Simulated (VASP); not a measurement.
# Sb (P6_3/mmc) in VASP: notebook, part 2 of 2

VASP 6.6.1. Earlier steps stand in the parts before.

## Step 4: Electric field gradients, LDA (volume scaled by 1.04)

INCAR

```
  PREC = Accurate
  ENCUT = 520
  EDIFF = 1E-8
  ISMEAR = -1
  SIGMA = 0.03
  LREAL = False
  LASPH = True
  NELM = 80
  ALGO = Normal
  ISIF = 2
  LWAVE = False
  LCHARG = False
  GGA = CA
  LEFG = True
  NBANDS = 12
```

KPOINTS

```
Automatic mesh
0
Gamma
  12 12 7
```

POSCAR

```
Sb
1.0
    3.4133342133      0.0000000000      0.0000000000
   -1.7066671067      2.9560341404      0.0000000000
    0.0000000000      0.0000000000      5.4001396224
Sb
2
Direct
    0.3333333333      0.6666666667      0.2500000000
    0.6666666667      0.3333333333      0.7500000000
```

Potentials or basis: VASP PAW LDA potentials, release 64 (Sb).

Started as:

```
> cat potpaw_LDA.64/Sb/POTCAR > POTCAR
> mpirun -np 1 vasp_std > vasp.out
```

OUTCAR:

```text
PREC = Accurate
   ENCUT = 520
   EDIFF = 1E-8
   ISMEAR = -1
   LREAL = False
   LASPH = True
   NELM = 80
   ISIF = 2
   GGA = CA

 ion  position               nearest neighbor table
   1  0.333  0.667  0.250-   2 3.34   2 3.34   2 3.34   2 3.34   2 3.34   2 3.34
   2  0.667  0.333  0.750-   1 3.34   1 3.34   1 3.34   1 3.34   1 3.34   1 3.34

  LATTYP: Found a hexagonal cell.
 ALAT       =     3.4133342133
 C/A-ratio  =     1.5820717471

  Lattice vectors:

 A1 = (   3.4133342133,   0.0000000000,   0.0000000000)
 A2 = (  -1.7066671067,   2.9560341404,   0.0000000000)
 A3 = (   0.0000000000,   0.0000000000,   5.4001396224)

Analysis of symmetry for initial positions (statically):
=====================================================================
 Subroutine PRICEL returns:
 Original cell was already a primitive cell.

 Routine SETGRP: Setting up the symmetry group for a
 hexagonal supercell.

 Subroutine GETGRP returns: Found 24 space group operations
 (whereof 12 operations were pure point group operations)
 out of a pool of 24 trial point group operations.

The static configuration has the point symmetry D_3d.
 The point group associated with its full space group is D_6h.

Analysis of symmetry for dynamics (positions and initial velocities):
=====================================================================
 Subroutine PRICEL returns:
 Original cell was already a primitive cell.

 Routine SETGRP: Setting up the symmetry group for a
 hexagonal supercell.

 Subroutine GETGRP returns: Found 24 space group operations
 (whereof 12 operations were pure point group operations)
 out of a pool of 24 trial point group operations.

The dynamic configuration has the point symmetry D_3d.
 The point group associated with its full space group is D_6h.

 Subroutine INISYM returns: Found 24 space group operations
 (whereof 12 operations are pure point group operations),
 and found     1 'primitive' translations

----------------------------------------------------------------------------------------

                                     Primitive cell

  volume of cell :      54.4870

  direct lattice vectors                    reciprocal lattice vectors
     3.413334213  0.000000000  0.000000000     0.292968674  0.169145543  0.000000000
    -1.706667107  2.956034140  0.000000000     0.000000000  0.338291086  0.000000000
     0.000000000  0.000000000  5.400139622     0.000000000  0.000000000  0.185180397

  length of vectors
     3.413334213  3.413334213  5.400139622     0.338291086  0.338291086  0.185180397

  position of ions in fractional coordinates (direct lattice)
     0.333333333  0.666666667  0.250000000
     0.666666667  0.333333333  0.750000000

  ion indices of the primitive-cell ions
   primitive index   ion index
                 1           1
                 2           2

----------------------------------------------------------------------------------------

 KPOINTS: Automatic mesh

Automatic generation of k-mesh.
 Grid dimensions read from file:
 generate k-points for:   12   12    7
[... 77 lines left out ...]
   EMIN   =  10.00;   EMAX   =-10.00  energy-range for DOS
   EFERMI =   0.00;   METHOD = LEGACY
   ISMEAR =    -1;   SIGMA  =   0.03  broadening in eV -4-tet -1-fermi 0-gaus
   EFERMI_NEDOS =   21; number of points for ismear=-14 and -15
   IALGO  =     38    algorithm
   IMIX   =      4    mixing-type and parameters
     AMIX     =   0.40;   BMIX     =  1.00
     AMIX_MAG =   1.60;   BMIX_MAG =  1.00
  volume/ion in A,a.u.               =      27.24       183.85
  Fermi-wavevector in a.u.,A,eV,Ry     =   0.930344  1.758096 11.776396  0.865541
  Thomas-Fermi vector in A             =   2.056723
   LORBIT       =      0    0 simple, 1 ext, 2 COOP (PROOUT), +10 PAW based schemes
   GGA     = CA    functional components
   LHFCALC =     F    Hartree Fock is set to
   AEXX    =    0.0000 exact exchange contribution
   IVDW    =     0    specifies the selected vdW correction
   LEPSILON=     F    determine dielectric tensor
   LRPA    =     F    only Hartree local field effects (RPA)
 non-spin polarized calculation
  energy-cutoff  :      520.00
  volume of cell :       54.49
 maximum number of plane-waves:      1484
 NGX is ok and might be reduce to    28
   NGX = 13   NGY = 13   NGZ = 21

 number of electron      10.0000000 magnetization

 Free energy of the ion-electron system (eV)
  ---------------------------------------------------
  ext. energy  EPLUGINS =         0.00000000
  ---------------------------------------------------
  free energy    TOTEN  =        -9.11479427 eV

  energy without entropy =       -9.11188549  energy(sigma->0) =       -9.11333988

 E-fermi :   8.2795     XC(G=0): -10.3211

 val. band max:        8.2713689879   @ k =   0.3333   0.2500   0.0000
 cond. band min:       8.3599368858   @ k =   0.5000   0.0000   0.0000
 fundamental gap:      0.0885678979
 Fermi energy:         8.2795282788

 k-point     1 :       0.0000    0.0000    0.0000
  band No.  band energies     occupation
      1      -4.6019      2.00000
      2      -0.6466      2.00000
      3       2.5879      2.00000
      4      11.3620      0.00000
      5      11.3620      0.00000
      6      13.0587      0.00000
      7      13.0587      0.00000
      8      13.8899      0.00000
      9      15.4713      0.00000
     10      17.0198      0.00000
     11      17.8328      0.00000
     12      17.8328      0.00000
[... 331 lines left out ...]
 k-point    24 :       0.3333    0.0000    0.1429
  band No.  band energies     occupation
      1      -2.6794      2.00000
      2       0.2381      2.00000
      3       4.2067      2.00000
      4       5.5766      2.00000
      5       7.2125      2.00000
      6       8.9548      0.00000
      7      10.6987      0.00000
      8      11.9061      0.00000
      9      13.2343      0.00000
     10      15.3527      0.00000
     11      17.0614      0.00000
     12      17.8182      0.00000

 [... further k-points ...]
[... 5 lines left out ...]
  --------------------------------------------------------------------------------------
  -------------------------------------------------------------------------------------
  Total       -1.0913285     -1.0913285     -1.5761691      0.0000000      0.0000000      0.0000000
  in kB      -32.0902292    -32.0902292    -46.3468412      0.0000000      0.0000000      0.0000000
  external PRESSURE =     -36.8424332 kB  Pullay stress =       0.0000000 kB

 VOLUME and BASIS-vectors are now :
 -----------------------------------------------------------------------------
  energy-cutoff  :      520.00
  volume of cell :       54.49
      direct lattice vectors                 reciprocal lattice vectors
     3.413334213  0.000000000  0.000000000     0.292968674  0.169145543  0.000000000
    -1.706667107  2.956034140  0.000000000     0.000000000  0.338291086  0.000000000
     0.000000000  0.000000000  5.400139622     0.000000000  0.000000000  0.185180397

 POSITION                                       TOTAL-FORCE (eV/Angst)
 -----------------------------------------------------------------------------------
     -0.00000      1.97069      1.35003         0.000000     -0.000000      0.000000
      1.70667      0.98534      4.05010        -0.000000      0.000000      0.000000
 -----------------------------------------------------------------------------------
    total drift:                               -0.000000      0.000000      0.000000

  FREE ENERGIE OF THE ION-ELECTRON SYSTEM (eV)
  ---------------------------------------------------
  free  energy   TOTEN  =        -9.1147942701 eV

  energy  without entropy=       -9.1118854893  energy(sigma->0) =       -9.11333988

 Electric field gradients (V/A^2)
---------------------------------------------------------------------
 ion       V_xx      V_yy      V_zz      V_xy      V_xz      V_yz
---------------------------------------------------------------------
   1     -12.468   -12.468    24.936     0.000     0.000    -0.000
   2     -12.468   -12.468    24.936     0.000    -0.000     0.000
---------------------------------------------------------------------

 Electric field gradients after diagonalization (V/A^2)
 (convention: |V_zz| > |V_xx| > |V_yy|)
----------------------------------------------------------------------
 ion       V_xx      V_yy      V_zz     asymmetry (V_yy - V_xx)/ V_zz
----------------------------------------------------------------------
   1     -12.468   -12.468    24.936       0.000
   2     -12.468   -12.468    24.936       0.000
----------------------------------------------------------------------

           NMR quadrupolar parameters

 Cq : quadrupolar parameter    Cq=e*Q*V_zz/h
 eta: asymmetry parameters     (V_yy - V_xx)/ V_zz
 Q  : nuclear electric quadrupole moment in mb (millibarn)
----------------------------------------------------------------------
 ion       Cq(MHz)       eta       Q (mb)
----------------------------------------------------------------------
   1       0.060       0.000       1.000
   2       0.060       0.000       1.000
----------------------------------------------------------------------
```

Run time: 21 s. Hardware: 1 thread of Intel Xeon Platinum 8488C (Sapphire Rapids), shared host; peak memory 0.17 GiB.

What came out:

```yaml
Free_energy: -9.1148 eV
Pressure: -3.7 GPa
Band_gap_on_the_k_mesh: zero (band 5 reaches 12.01 eV, above the bottom of band 6 at 5.48 eV)
```

Electric field gradients, principal values (V/Å²):
```
atom    least   middle  greatest (by size)
1 Sb  -12.468  -12.468              24.936
2 Sb  -12.468  -12.468              24.936
```

Caveat: without QUAD_EFG the Cq values of the log hold for a quadrupole moment of 1 mb, not for the nuclei; spin-orbit coupling is left out, which moves the levels of the heavy elements.

## Step 5: Electric field gradients, LDA (volume scaled by 1.06)

INCAR

```
SYSTEM = Sb
PREC = Accurate ; ENCUT = 520
EDIFF = 1E-8 ; ISMEAR = -1
SIGMA = 0.03 ; LREAL = .False.
LASPH = .True. ; NELM = 100
ALGO = Normal ; ISIF = 2
LWAVE = .False. ; LCHARG = .False.
GGA = CA ; LEFG = .True.
NBANDS = 12
```

KPOINTS

```
Automatic mesh
0
Gamma
  12 12 7
  0 0 0
```

POSCAR

```
Sb
1.0
    3.4350757818      0.0000000000      0.0000000000
   -1.7175378909      2.9748628909      0.0000000000
    0.0000000000      0.0000000000      5.4345363435
Sb
2
Direct
    0.3333333333      0.6666666667      0.2500000000
    0.6666666667      0.3333333333      0.7500000000
```

Potentials or basis: VASP PAW LDA potentials, release 64 (Sb).

Started as:

```
> cat potpaw_LDA.64/Sb/POTCAR > POTCAR
> mpirun -np 1 vasp_std > vasp.out
```

OUTCAR:

```text
SYSTEM = Sb
   PREC = Accurate
   ENCUT = 520
   EDIFF = 1E-8
   ISMEAR = -1
   LREAL = .False.
   LASPH = .True.
   NELM = 100
   ISIF = 2
   GGA = CA

 ion  position               nearest neighbor table
   1  0.333  0.667  0.250-   2 3.36   2 3.36   2 3.36   2 3.36   2 3.36   2 3.36
   2  0.667  0.333  0.750-   1 3.36   1 3.36   1 3.36   1 3.36   1 3.36   1 3.36

  LATTYP: Found a hexagonal cell.
 ALAT       =     3.4350757818
 C/A-ratio  =     1.5820717471

  Lattice vectors:

 A1 = (   3.4350757818,   0.0000000000,   0.0000000000)
 A2 = (  -1.7175378909,   2.9748628909,   0.0000000000)
 A3 = (   0.0000000000,   0.0000000000,   5.4345363435)

Analysis of symmetry for initial positions (statically):
=====================================================================
 Subroutine PRICEL returns:
 Original cell was already a primitive cell.

 Routine SETGRP: Setting up the symmetry group for a
 hexagonal supercell.

 Subroutine GETGRP returns: Found 24 space group operations
 (whereof 12 operations were pure point group operations)
 out of a pool of 24 trial point group operations.

The static configuration has the point symmetry D_3d.
 The point group associated with its full space group is D_6h.

Analysis of symmetry for dynamics (positions and initial velocities):
=====================================================================
 Subroutine PRICEL returns:
 Original cell was already a primitive cell.

 Routine SETGRP: Setting up the symmetry group for a
 hexagonal supercell.

 Subroutine GETGRP returns: Found 24 space group operations
 (whereof 12 operations were pure point group operations)
 out of a pool of 24 trial point group operations.

[... 169 lines left out ...]
     10      16.7432      0.00000
     11      17.5135      0.00000
     12      17.5135      0.00000
[... 331 lines left out ...]
 k-point    24 :       0.3333    0.0000    0.1429
  band No.  band energies     occupation
      1      -2.8227      2.00000
      2      -0.0010      2.00000
      3       4.0346      2.00000
      4       5.3878      2.00000
      5       6.9515      2.00000
      6       8.6948      0.00000
      7      10.4084      0.00000
      8      11.5680      0.00000
      9      12.9877      0.00000
     10      15.0476      0.00000
     11      16.7513      0.00000
     12      17.5146      0.00000

 [... further k-points ...]
[... 5 lines left out ...]
  --------------------------------------------------------------------------------------
  -------------------------------------------------------------------------------------
  Total       -1.4749011     -1.4749011     -1.9489820      0.0000000      0.0000000      0.0000000
  in kB      -42.5507968    -42.5507968    -56.2279998      0.0000000      0.0000000      0.0000000
  external PRESSURE =     -47.1098645 kB  Pullay stress =       0.0000000 kB

 VOLUME and BASIS-vectors are now :
 -----------------------------------------------------------------------------
  energy-cutoff  :      520.00
  volume of cell :       55.53
      direct lattice vectors                 reciprocal lattice vectors
     3.435075782  0.000000000  0.000000000     0.291114393  0.168074973  0.000000000
    -1.717537891  2.974862891  0.000000000     0.000000000  0.336149946  0.000000000
     0.000000000  0.000000000  5.434536343     0.000000000  0.000000000  0.184008338

 POSITION                                       TOTAL-FORCE (eV/Angst)
 -----------------------------------------------------------------------------------
     -0.00000      1.98324      1.35863        -0.000000      0.000000      0.000000
      1.71754      0.99162      4.07590         0.000000     -0.000000      0.000000
 -----------------------------------------------------------------------------------
    total drift:                               -0.000000      0.000000      0.000000

  FREE ENERGIE OF THE ION-ELECTRON SYSTEM (eV)
  ---------------------------------------------------
  free  energy   TOTEN  =        -9.0873089422 eV

  energy  without entropy=       -9.0843155927  energy(sigma->0) =       -9.08581227

 Electric field gradients (V/A^2)
---------------------------------------------------------------------
 ion       V_xx      V_yy      V_zz      V_xy      V_xz      V_yz
---------------------------------------------------------------------
   1     -12.632   -12.632    25.265     0.000     0.000    -0.000
   2     -12.632   -12.632    25.265     0.000    -0.000     0.000
---------------------------------------------------------------------

 Electric field gradients after diagonalization (V/A^2)
 (convention: |V_zz| > |V_xx| > |V_yy|)
----------------------------------------------------------------------
 ion       V_xx      V_yy      V_zz     asymmetry (V_yy - V_xx)/ V_zz
----------------------------------------------------------------------
   1     -12.632   -12.632    25.265       0.000
   2     -12.632   -12.632    25.265       0.000
----------------------------------------------------------------------

           NMR quadrupolar parameters

 Cq : quadrupolar parameter    Cq=e*Q*V_zz/h
 eta: asymmetry parameters     (V_yy - V_xx)/ V_zz
 Q  : nuclear electric quadrupole moment in mb (millibarn)
----------------------------------------------------------------------
 ion       Cq(MHz)       eta       Q (mb)
----------------------------------------------------------------------
   1       0.061       0.000       1.000
   2       0.061       0.000       1.000
----------------------------------------------------------------------
```

stdout:

```text
POSCAR found type information on POSCAR Sb
 POSCAR found :  1 types and       2 ions
 scaLAPACK will be used
 LDA part: xc-table for (Slater(with rela. corr.)+CA(PZ))
 , standard interpolation
 POSCAR, INCAR and KPOINTS ok, starting setup
 FFT: planning ... GRIDC
 FFT: planning ... GRID_SOFT
 FFT: planning ... GRID
 WAVECAR not read
 entering main loop
ion   1

ion   2
```

Wall time 23 s (1 thread of Intel Xeon Platinum 8488C (Sapphire Rapids), shared host); peak memory 0.18 GiB.

What came out:

```yaml
Free_energy: -9.0873 eV
Pressure: -4.7 GPa
Band_gap_on_the_k_mesh: zero (band 5 reaches 11.66 eV, above the bottom of band 6 at 5.31 eV)
```

Stress tensor (GPa, compression positive):
```
-4.26  0.00  0.00
 0.00 -4.26  0.00
 0.00  0.00 -5.62
```

Electric field gradients, principal values (V/Å²):
```csv
atom,least,middle,greatest (by size)
1 Sb,-12.632,-12.632,25.265
2 Sb,-12.632,-12.632,25.265
```

Caveat: without QUAD_EFG the Cq values of the log hold for a quadrupole moment of 1 mb, not for the nuclei; spin-orbit coupling is left out, which moves the levels of the heavy elements.

## Step 6: The runs side by side

| cell | gap on the mesh (eV) | pressure (GPa) |
| --- | --- | --- |
| a = 3.391, b = 3.391, c = 5.365 Å, angles 90.0, 90.0, 120.0°, 2 atoms | none | -2.5 |
| a = 3.413, b = 3.413, c = 5.400 Å, angles 90.0, 90.0, 120.0°, 2 atoms | none | -3.7 |
| a = 3.435, b = 3.435, c = 5.435 Å, angles 90.0, 90.0, 120.0°, 2 atoms | none | -4.7 |

Alike in all rows: task electric field gradients; level LDA; potentials or basis VASP PAW LDA potentials, release 64 (Sb); no spin polarisation; k mesh 12 × 12 × 7; cutoff (eV) 520; smearing fermi-dirac 0.03 eV.

Caveats: spin-orbit coupling is left out, which moves the levels of the heavy elements.

Total energies depend on the potentials used, so only differences within one code and one set of settings carry meaning.
